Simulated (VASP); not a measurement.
# Ba (Im-3m) in VASP: notebook, part 2 of 2

VASP 6.6.1. Earlier steps stand in the parts before.

## 4. Electric field gradients, PBE (volume scaled by 1.04)

INCAR reads:

```
SYSTEM = Ba
  PREC = Accurate
  ENCUT = 520
  EDIFF = 1E-8
  ISMEAR = -1
  SIGMA = 0.05
  LREAL = .False.
  LASPH = .True.
  NELM = 60
  ALGO = Normal
  ISIF = 2
  LWAVE = .False.
  LCHARG = .False.
  GGA = PE
  LEFG = .True.
  NBANDS = 11
```

KPOINTS reads:

```
Automatic mesh
0
Gamma
  10 10 10
  0 0 0
```

POSCAR reads:

```
Ba
1.0
   -2.5328985096      2.5328985096      2.5328985096
    2.5328985096     -2.5328985096      2.5328985096
    2.5328985096      2.5328985096     -2.5328985096
Ba
1
Direct
    0.0000000000      0.0000000000      0.0000000000
```

Potentials or basis: VASP PAW PBE potentials, release 64 (Ba_sv).

The run is started by

```
$ cat potpaw_PBE.64/Ba_sv/POTCAR > POTCAR
$ mpirun -np 1 vasp_std > vasp.out
```

OUTCAR:

```text
SYSTEM = Ba
   PREC = Accurate
   ENCUT = 520
   EDIFF = 1E-8
   ISMEAR = -1
   LREAL = .False.
   LASPH = .True.
   NELM = 60
   ISIF = 2
   GGA = PE

 ion  position               nearest neighbor table
   1  0.000  0.000  0.000-

  LATTYP: Found a body centered cubic cell.
 ALAT       =     5.0657970192

  Lattice vectors:

 A1 = (  -2.5328985096,   2.5328985096,   2.5328985096)
 A2 = (   2.5328985096,  -2.5328985096,   2.5328985096)
 A3 = (   2.5328985096,   2.5328985096,  -2.5328985096)

Analysis of symmetry for initial positions (statically):
=====================================================================
 Subroutine PRICEL returns:
 Original cell was already a primitive cell.

 Routine SETGRP: Setting up the symmetry group for a
 body centered cubic supercell.

 Subroutine GETGRP returns: Found 48 space group operations
 (whereof 48 operations were pure point group operations)
 out of a pool of 48 trial point group operations.

The static configuration has the point symmetry O_h .

Analysis of symmetry for dynamics (positions and initial velocities):
=====================================================================
 Subroutine PRICEL returns:
 Original cell was already a primitive cell.

 Routine SETGRP: Setting up the symmetry group for a
 body centered cubic supercell.

 Subroutine GETGRP returns: Found 48 space group operations
 (whereof 48 operations were pure point group operations)
 out of a pool of 48 trial point group operations.

The dynamic configuration has the point symmetry O_h .

 Subroutine INISYM returns: Found 48 space group operations
 (whereof 48 operations are pure point group operations),
 and found     1 'primitive' translations

----------------------------------------------------------------------------------------

                                     Primitive cell

  volume of cell :      65.0000

  direct lattice vectors                    reciprocal lattice vectors
    -2.532898510  2.532898510  2.532898510     0.000000000  0.197402303  0.197402303
     2.532898510 -2.532898510  2.532898510     0.197402303  0.000000000  0.197402303
     2.532898510  2.532898510 -2.532898510     0.197402303  0.197402303  0.000000000

  length of vectors
     4.387108909  4.387108909  4.387108909     0.279169015  0.279169015  0.279169015

  position of ions in fractional coordinates (direct lattice)
     0.000000000  0.000000000  0.000000000

  ion indices of the primitive-cell ions
   primitive index   ion index
                 1           1

----------------------------------------------------------------------------------------

 KPOINTS: Automatic mesh

Automatic generation of k-mesh.
 Grid dimensions read from file:
 generate k-points for:   10   10   10

 Generating k-lattice:

[... 69 lines left out ...]
   POTIM  = 0.5000    time-step for ionic-motion
   TEBEG  =    0.0;   TEEND  =   0.0 temperature during run
   PSTRESS=    0.0 pullay stress
   NELECT =      10.0000    total number of electrons
   NUPDOWN=      -1.0000    fix difference up-down
   EMIN   =  10.00;   EMAX   =-10.00  energy-range for DOS
   EFERMI =   0.00;   METHOD = LEGACY
   ISMEAR =    -1;   SIGMA  =   0.05  broadening in eV -4-tet -1-fermi 0-gaus
   EFERMI_NEDOS =   21; number of points for ismear=-14 and -15
   IALGO  =     38    algorithm
   IMIX   =      4    mixing-type and parameters
     AMIX     =   0.40;   BMIX     =  1.00
     AMIX_MAG =   1.60;   BMIX_MAG =  1.00
  volume/ion in A,a.u.               =      65.00       438.64
  Fermi-wavevector in a.u.,A,eV,Ry     =   0.877210  1.657687 10.469654  0.769498
  Thomas-Fermi vector in A             =   1.997127
   LORBIT       =      0    0 simple, 1 ext, 2 COOP (PROOUT), +10 PAW based schemes
   GGA     = PE    functional components
   LHFCALC =     F    Hartree Fock is set to
   AEXX    =    0.0000 exact exchange contribution
   IVDW    =     0    specifies the selected vdW correction
   LEPSILON=     F    determine dielectric tensor
   LRPA    =     F    only Hartree local field effects (RPA)
 non-spin polarized calculation
  energy-cutoff  :      520.00
  volume of cell :       65.00
 maximum number of plane-waves:      1772
 NGX is ok and might be reduce to    36
   NGX = 17   NGY = 17   NGZ = 17

 number of electron      10.0000000 magnetization

 Free energy of the ion-electron system (eV)
  ---------------------------------------------------
  ext. energy  EPLUGINS =         0.00000000
  ---------------------------------------------------
  free energy    TOTEN  =        -1.91151025 eV

  energy without entropy =       -1.90031012  energy(sigma->0) =       -1.90591019

 E-fermi :   1.5367     XC(G=0):  -7.3100

 val. band max:        1.5160067956   @ k =   0.3000   0.3000   0.0000
 cond. band min:       1.5419532482   @ k =  -0.4000   0.4000   0.3000
 fundamental gap:      0.0259464526
 Fermi energy:         1.5366944530

 k-point     1 :       0.0000    0.0000    0.0000
  band No.  band energies     occupation
      1     -27.3935      2.00000
      2     -12.3595      2.00000
      3     -12.3595      2.00000
      4     -12.3595      2.00000
      5      -1.1895      2.00000
      6       3.3394      0.00000
      7       3.3394      0.00000
      8       3.3394      0.00000
      9       4.7002      0.00000
     10       4.7002      0.00000
     11       8.3886      0.00000
[... 309 lines left out ...]
 k-point    24 :      -0.3000    0.3000    0.1000
  band No.  band energies     occupation
      1     -27.3659      2.00000
      2     -12.6319      2.00000
      3     -12.4627      2.00000
      4     -12.3922      2.00000
      5       0.2614      2.00000
      6       2.4648      0.00000
      7       2.7078      0.00000
      8       3.9790      0.00000
      9       4.8344      0.00000
     10       5.1880      0.00000
     11       8.1227      0.00000

 [... further k-points ...]

------------------------ aborting loop because EDIFF is reached ----------------------------------------

  FORCE on cell =-STRESS in cart. coord.  units (eV):
  Direction    XX          YY          ZZ          XY          YZ          ZX
  --------------------------------------------------------------------------------------
  -------------------------------------------------------------------------------------
  Total       -0.0735093     -0.0735093     -0.0735093      0.0000000      0.0000000     -0.0000000
  in kB       -1.8119226     -1.8119226     -1.8119226      0.0000000      0.0000000     -0.0000000
  external PRESSURE =      -1.8119226 kB  Pullay stress =       0.0000000 kB

 VOLUME and BASIS-vectors are now :
 -----------------------------------------------------------------------------
  energy-cutoff  :      520.00
  volume of cell :       65.00
      direct lattice vectors                 reciprocal lattice vectors
    -2.532898510  2.532898510  2.532898510     0.000000000  0.197402303  0.197402303
     2.532898510 -2.532898510  2.532898510     0.197402303  0.000000000  0.197402303
     2.532898510  2.532898510 -2.532898510     0.197402303  0.197402303  0.000000000

 POSITION                                       TOTAL-FORCE (eV/Angst)
 -----------------------------------------------------------------------------------
      0.00000      0.00000      0.00000         0.000000      0.000000     -0.000000
 -----------------------------------------------------------------------------------
    total drift:                               -0.000000      0.000000      0.000000

  FREE ENERGIE OF THE ION-ELECTRON SYSTEM (eV)
  ---------------------------------------------------
  free  energy   TOTEN  =        -1.9115102522 eV

  energy  without entropy=       -1.9003101207  energy(sigma->0) =       -1.90591019

 Electric field gradients (V/A^2)
---------------------------------------------------------------------
 ion       V_xx      V_yy      V_zz      V_xy      V_xz      V_yz
---------------------------------------------------------------------
   1       0.000    -0.000     0.000     0.000     0.000     0.000
---------------------------------------------------------------------

 Electric field gradients after diagonalization (V/A^2)
 (convention: |V_zz| > |V_xx| > |V_yy|)
----------------------------------------------------------------------
 ion       V_xx      V_yy      V_zz     asymmetry (V_yy - V_xx)/ V_zz
----------------------------------------------------------------------
   1      -0.000    -0.000     0.000       0.000
----------------------------------------------------------------------

           NMR quadrupolar parameters

 Cq : quadrupolar parameter    Cq=e*Q*V_zz/h
 eta: asymmetry parameters     (V_yy - V_xx)/ V_zz
 Q  : nuclear electric quadrupole moment in mb (millibarn)
----------------------------------------------------------------------
 ion       Cq(MHz)       eta       Q (mb)
----------------------------------------------------------------------
   1       0.000       0.000       1.000
----------------------------------------------------------------------
```

OSZICAR:

```text
N       E                     dE             d eps       ncg     rms          rms(c)
DAV:   1     0.543136087655E+02    0.54314E+02   -0.42491E+03  1034   0.749E+02
DAV:   2     0.777970675132E+00   -0.53536E+02   -0.52326E+02  1271   0.134E+02
DAV:   3    -0.182606403642E+01   -0.26040E+01   -0.25876E+01  1312   0.312E+01
DAV:   4    -0.190883448359E+01   -0.82770E-01   -0.82563E-01  1443   0.500E+00
DAV:   5    -0.191048320391E+01   -0.16487E-02   -0.16474E-02  1357   0.565E-01    0.157E+00
DAV:   6    -0.191056908779E+01   -0.85884E-04   -0.31097E-03  1260   0.526E-01    0.935E-01
DAV:   7    -0.191132195760E+01   -0.75287E-03   -0.65073E-03  1178   0.858E-01    0.431E-02
DAV:   8    -0.191150014699E+01   -0.17819E-03   -0.32183E-04  1538   0.108E-01    0.282E-02
DAV:   9    -0.191150830825E+01   -0.81613E-05   -0.64595E-06  1284   0.231E-02    0.674E-03
DAV:  10    -0.191151046403E+01   -0.21558E-05   -0.54234E-06  1228   0.153E-02    0.132E-03
DAV:  11    -0.191151043973E+01    0.24306E-07   -0.64965E-07  1499   0.586E-03    0.709E-04
DAV:  12    -0.191151019849E+01    0.24124E-06   -0.35557E-08  1309   0.139E-03    0.148E-04
DAV:  13    -0.191151021850E+01   -0.20013E-07   -0.94222E-10   720   0.205E-04    0.381E-05
DAV:  14    -0.191151024933E+01   -0.30829E-07   -0.68041E-10   676   0.118E-04    0.155E-05
DAV:  15    -0.191151025224E+01   -0.29098E-08   -0.30779E-10   631   0.771E-05
   1 F= -.19115103E+01 E0= -.19059102E+01  d E =-.112001E-01
```

stdout:

```text
POSCAR found type information on POSCAR Ba
 POSCAR found :  1 types and       1 ions
 scaLAPACK will be used
 LDA part: xc-table for (Slater+PW92), standard interpolation
 POSCAR, INCAR and KPOINTS ok, starting setup
 FFT: planning ... GRIDC
 FFT: planning ... GRID_SOFT
 FFT: planning ... GRID
 WAVECAR not read
 entering main loop
ion   1
```

Run time: 36 s. Hardware: 1 thread of Intel Xeon 6975P-C, shared host; peak memory 0.21 GiB.

Results:

```
Free energy            : -1.9115 eV
Pressure               : -0.2 GPa
Band gap on the k mesh : zero (band 5 reaches 1.85 eV, above the bottom of band 6 at 1.04 eV)
```

Levels at points of the mesh, in eV from the Fermi level:
```
           k point  band 3  band 4  band 5  band 6  band 7  band 8
(0.00, 0.00, 0.00)  -13.90  -13.90   -2.73    1.80    1.80    1.80
(0.50, 0.00, 0.00)  -14.03  -13.90   -0.86    0.70    1.17    3.12
(0.50, 0.50, 0.50)  -14.19  -14.19   -0.49   -0.49    4.22    4.22
```

Caveat: without QUAD_EFG the Cq values of the log hold for a quadrupole moment of 1 mb, not for the nuclei; spin-orbit coupling is left out, which moves the levels of the heavy elements.

## 5. Density of states, PBE

POSCAR reads:

```
Ba
1.0
   -2.5000000000      2.5000000000      2.5000000000
    2.5000000000     -2.5000000000      2.5000000000
    2.5000000000      2.5000000000     -2.5000000000
Ba
1
Direct
    0.0000000000      0.0000000000      0.0000000000
```

INCAR.step1 reads:

```
PREC = Accurate ; ENCUT = 520
EDIFF = 1E-6 ; ISMEAR = -1
SIGMA = 0.05 ; LREAL = False
LASPH = True ; NELM = 100
ALGO = Normal ; ISIF = 2
LWAVE = False ; LCHARG = True
GGA = PE ; NBANDS = 11
```

KPOINTS.step1 reads:

```
regular mesh
0
Gamma
  10 10 10
```

INCAR.step2 reads:

```
PREC = Accurate ; ENCUT = 520
EDIFF = 1E-6 ; ISMEAR = -5
SIGMA = 0.05 ; LREAL = False
LASPH = True ; NELM = 100
ALGO = Normal ; ISIF = 2
LWAVE = False ; LCHARG = False
GGA = PE ; LORBIT = 10
NBANDS = 11 ; NEDOS = 1001
ICHARG = 11
```

KPOINTS.step2 reads:

```
regular mesh
0
Gamma
  15 15 15
```

The run is started by

```
$ cat potpaw_PBE.64/Ba_sv/POTCAR > POTCAR
$ cp INCAR.step1 INCAR
$ cp KPOINTS.step1 KPOINTS
$ mpirun -np 1 vasp_std > vasp.out
$ cp INCAR.step2 INCAR
$ cp KPOINTS.step2 KPOINTS
$ mpirun -np 1 vasp_std > vasp.out
```

It took 48 s on 1 thread of Intel Xeon 6975P-C, shared host; peak memory 0.23 GiB.

The run converged. Its results:

* Valence electrons inside the program's atomic spheres: Ba 7.89

Levels at points of the mesh, in eV from the Fermi level:
| k point | band 3 | band 4 | band 5 | band 6 | band 7 | band 8 |
| --- | --- | --- | --- | --- | --- | --- |
| (0.00, 0.00, 0.00) | -13.79 | -13.79 | -2.73 | 1.86 | 1.86 | 1.86 |

Caveat: spin-orbit coupling is left out, which moves the levels of the heavy elements; tetrahedron occupations give inexact forces and stress in metals.

## 6. Overview

```tsv
task	cell	k mesh for the DOS	occupations for the DOS	gap on the mesh (eV)	pressure (GPa)
electric field gradients	a = 4.330 Å, angles 109.5°, 1 atom	-	-	none	0.2
electric field gradients	a = 4.359 Å, angles 109.5°, 1 atom	-	-	none	0.0
electric field gradients	a = 4.387 Å, angles 109.5°, 1 atom	-	-	none	-0.2
density of states	a = 4.330 Å, angles 109.5°, 1 atom	15 × 15 × 15	tetrahedron	-	-
```

Alike in all rows: level PBE; potentials or basis VASP PAW PBE potentials, release 64 (Ba_sv); no spin polarisation; k mesh 10 × 10 × 10; cutoff (eV) 520; smearing fermi-dirac 0.05 eV.

Caveats: spin-orbit coupling is left out, which moves the levels of the heavy elements; tetrahedron occupations give inexact forces and stress in metals (some runs).

Absolute energies hang on the potentials; compare differences alone.
